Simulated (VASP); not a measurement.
# Li (P6_3/mmc) in VASP: further runs, part 2 of 2

VASP 6.6.1. The steps go on from the part before.

## (3) Density of states, PBEsol

Contents of POSCAR:

```
Li
1.0
    3.1110021516      0.0000000000      0.0000000000
   -1.5555010758      2.6942068945      0.0000000000
    0.0000000000      0.0000000000      5.0930000000
Li
2
Direct
    0.3333333333      0.6666666667      0.2500000000
    0.6666666667      0.3333333333      0.7500000000
```

Contents of INCAR.step1:

```
  PREC = Accurate
  ENCUT = 520
  EDIFF = 1E-6
  ISMEAR = -1
  SIGMA = 0.03
  LREAL = False
  LASPH = True
  NELM = 100
  ALGO = Normal
  ISIF = 2
  LWAVE = False
  LCHARG = True
  GGA = PS
  NBANDS = 10
```

Contents of KPOINTS.step1:

```
Automatic mesh
0
Gamma
  15 15 8
```

Contents of INCAR.step2:

```
  PREC = Accurate
  ENCUT = 520
  EDIFF = 1E-6
  ISMEAR = -5
  SIGMA = 0.03
  LREAL = False
  LASPH = True
  NELM = 100
  ALGO = Normal
  ISIF = 2
  LWAVE = False
  LCHARG = False
  GGA = PS
  LORBIT = 10
  NBANDS = 10
  NEDOS = 2001
  ICHARG = 11
```

Contents of KPOINTS.step2:

```
Automatic mesh
0
Gamma
  23 23 12
```

Potentials or basis: VASP PAW PBE potentials, release 64 (Li_sv).

Run with:

```sh
$ cat potpaw_PBE.64/Li_sv/POTCAR > POTCAR
$ cp INCAR.step1 INCAR
$ cp KPOINTS.step1 KPOINTS
$ mpirun -np 1 vasp_std > vasp.out
$ cp INCAR.step2 INCAR
$ cp KPOINTS.step2 KPOINTS
$ mpirun -np 1 vasp_std > vasp.out
```

OUTCAR:

```text
PREC = Accurate
   ENCUT = 520
   EDIFF = 1E-6
   ISMEAR = -5
   LREAL = False
   LASPH = True
   NELM = 100
   ISIF = 2
   GGA = PS
   LORBIT = 10
   ICHARG = 11

 ion  position               nearest neighbor table
   1  0.333  0.667  0.250-
   2  0.667  0.333  0.750-

  LATTYP: Found a hexagonal cell.
 ALAT       =     3.1110021516
 C/A-ratio  =     1.6370930497

  Lattice vectors:

 A1 = (   3.1110021516,   0.0000000000,   0.0000000000)
 A2 = (  -1.5555010758,   2.6942068945,   0.0000000000)
 A3 = (   0.0000000000,   0.0000000000,   5.0930000000)

Analysis of symmetry for initial positions (statically):
=====================================================================
 Subroutine PRICEL returns:
 Original cell was already a primitive cell.

 Routine SETGRP: Setting up the symmetry group for a
 hexagonal supercell.

 Subroutine GETGRP returns: Found 24 space group operations
 (whereof 12 operations were pure point group operations)
 out of a pool of 24 trial point group operations.

The static configuration has the point symmetry D_3d.
 The point group associated with its full space group is D_6h.

Analysis of symmetry for dynamics (positions and initial velocities):
=====================================================================
 Subroutine PRICEL returns:
 Original cell was already a primitive cell.

 Routine SETGRP: Setting up the symmetry group for a
 hexagonal supercell.

 Subroutine GETGRP returns: Found 24 space group operations
 (whereof 12 operations were pure point group operations)
 out of a pool of 24 trial point group operations.

The dynamic configuration has the point symmetry D_3d.
 The point group associated with its full space group is D_6h.

 Subroutine INISYM returns: Found 24 space group operations
 (whereof 12 operations are pure point group operations),
[... 121 lines left out ...]
  Thomas-Fermi vector in A             =   1.967278
   LORBIT       =     10    0 simple, 1 ext, 2 COOP (PROOUT), +10 PAW based schemes
   GGA     = PS    functional components
   LHFCALC =     F    Hartree Fock is set to
   AEXX    =    0.0000 exact exchange contribution
   IVDW    =     0    specifies the selected vdW correction
   LEPSILON=     F    determine dielectric tensor
   LRPA    =     F    only Hartree local field effects (RPA)
 non-spin polarized calculation
 Fermi weights with tetrahedron method with Bloechl corrections
  energy-cutoff  :      520.00
  volume of cell :       42.69
 maximum number of plane-waves:      1182
 NGX is ok and might be reduce to    24

 number of electron       5.9999990 magnetization

 Free energy of the ion-electron system (eV)
  ---------------------------------------------------
  ext. energy  EPLUGINS =         0.00000000
  ---------------------------------------------------
  free energy    TOTEN  =        -3.93016104 eV

  energy without entropy =       -3.93016104  energy(sigma->0) =       -3.93016104

 E-fermi :   0.4840     XC(G=0):  -6.8929

 val. band max:        0.5039828933   @ k =   0.3478   0.0870   0.5000
 cond. band min:       0.3953503277   @ k =   0.3043   0.1304   0.5000
 fundamental gap:     -0.1086325656
 Fermi energy:         0.4839514030

 k-point     1 :       0.0000    0.0000    0.0000
  band No.  band energies     occupation
      1     -45.5145      2.00000
      2     -45.4993      2.00000
      3      -3.0007      2.00000
      4       0.4782      1.58595
      5       3.2361      0.00000
      6      12.5485      0.00000
      7      12.5485      0.00000
      8      13.8982      0.00000
      9      13.8983      0.00000
     10      14.4260      0.00000
[... 287 lines left out ...]
 k-point    24 :       0.0870    0.0870    0.0000
  band No.  band energies     occupation
      1     -45.5117      2.00000
      2     -45.4980      2.00000
      3      -2.6464      2.00000
      4       0.9386      0.00000
      5       3.3767      0.00000
      6      10.0998      0.00000
      7      10.4597      0.00000
      8      13.8427      0.00000
      9      13.8456      0.00000
     10      14.0873      0.00000

 [... further k-points ...]
[... 5 lines left out ...]
  --------------------------------------------------------------------------------------
  -------------------------------------------------------------------------------------
  Total       -0.1990284     -0.1990284     -0.2199473      0.0000000     -0.0000000      0.0000000
  in kB       -7.4700036     -7.4700036     -8.2551356      0.0000000     -0.0000000      0.0000000
  external PRESSURE =      -7.7317142 kB  Pullay stress =       0.0000000 kB

 VOLUME and BASIS-vectors are now :
 -----------------------------------------------------------------------------
  energy-cutoff  :      520.00
  volume of cell :       42.69
      direct lattice vectors                 reciprocal lattice vectors
     3.111002152  0.000000000  0.000000000     0.321439829  0.185583372  0.000000000
    -1.555501076  2.694206895  0.000000000     0.000000000  0.371166744  0.000000000
     0.000000000  0.000000000  5.093000000     0.000000000  0.000000000  0.196347929

 POSITION                                       TOTAL-FORCE (eV/Angst)
 -----------------------------------------------------------------------------------
     -0.00000      1.79614      1.27325         0.000000      0.000000      0.000000
      1.55550      0.89807      3.81975        -0.000000      0.000000     -0.000000
 -----------------------------------------------------------------------------------
    total drift:                               -0.000000      0.000000      0.000000

  FREE ENERGIE OF THE ION-ELECTRON SYSTEM (eV)
  ---------------------------------------------------
  free  energy   TOTEN  =        -3.9301610415 eV

  energy  without entropy=       -3.9301610415  energy(sigma->0) =       -3.93016104

 total charge

# of ion       s       p       d       tot
------------------------------------------
    1        2.030   0.042   0.000   2.072
    2        2.030   0.042   0.000   2.072
--------------------------------------------------
tot          4.061   0.084   0.000   4.145
```

OUTCAR.step1:

```text
PREC = Accurate
   ENCUT = 520
   EDIFF = 1E-6
   ISMEAR = -1
   LREAL = False
[... 537 lines left out ...]
     -0.00000      1.79614      1.27325         0.000000     -0.000000      0.000000
      1.55550      0.89807      3.81975        -0.000000      0.000000      0.000000
 -----------------------------------------------------------------------------------
    total drift:                               -0.000000      0.000000      0.000000

  FREE ENERGIE OF THE ION-ELECTRON SYSTEM (eV)
  ---------------------------------------------------
  free  energy   TOTEN  =        -3.9304342764 eV

  energy  without entropy=       -3.9271640996  energy(sigma->0) =       -3.92879919
```

OSZICAR.step1:

```text
N       E                     dE             d eps       ncg     rms          rms(c)
DAV:   1     0.166280646024E+02    0.16628E+02   -0.32697E+03  2700   0.564E+02
DAV:   2    -0.138749353266E+01   -0.18016E+02   -0.17483E+02  3542   0.108E+02
DAV:   3    -0.389141876474E+01   -0.25039E+01   -0.24856E+01  4416   0.307E+01
DAV:   4    -0.393534106893E+01   -0.43922E-01   -0.43878E-01  3562   0.442E+00
DAV:   5    -0.393575724479E+01   -0.41618E-03   -0.41615E-03  3586   0.440E-01    0.542E-01
DAV:   6    -0.393198808247E+01    0.37692E-02   -0.12490E-03  4420   0.179E-01    0.302E-01
DAV:   7    -0.393038736734E+01    0.16007E-02   -0.23773E-03  4340   0.279E-01    0.306E-02
DAV:   8    -0.393043988193E+01   -0.52515E-04   -0.60463E-04  3708   0.133E-01    0.176E-02
DAV:   9    -0.393043407266E+01    0.58093E-05   -0.41912E-06  3198   0.150E-02    0.123E-03
DAV:  10    -0.393043427645E+01   -0.20379E-06   -0.87643E-07  2692   0.865E-03
   1 F= -.39304343E+01 E0= -.39287992E+01  d E =-.327018E-02
```

It took 2.5 min on 1 thread of AMD EPYC 7R43 (Zen 3), shared host; peak memory 0.2 GiB.

What came out:

| Item | Value |
| --- | --- |
| Valence electrons inside the program's atomic spheres | Li 2.07 |

Caveat: the cutoff is under 1.25 times the usual one of these potentials, so pressure, stress and relaxed cells hold a basis-set (Pulay) error; the PAW data sets were made with another functional, which shifts forces and pressure a little; tetrahedron occupations give inexact forces and stress in metals.
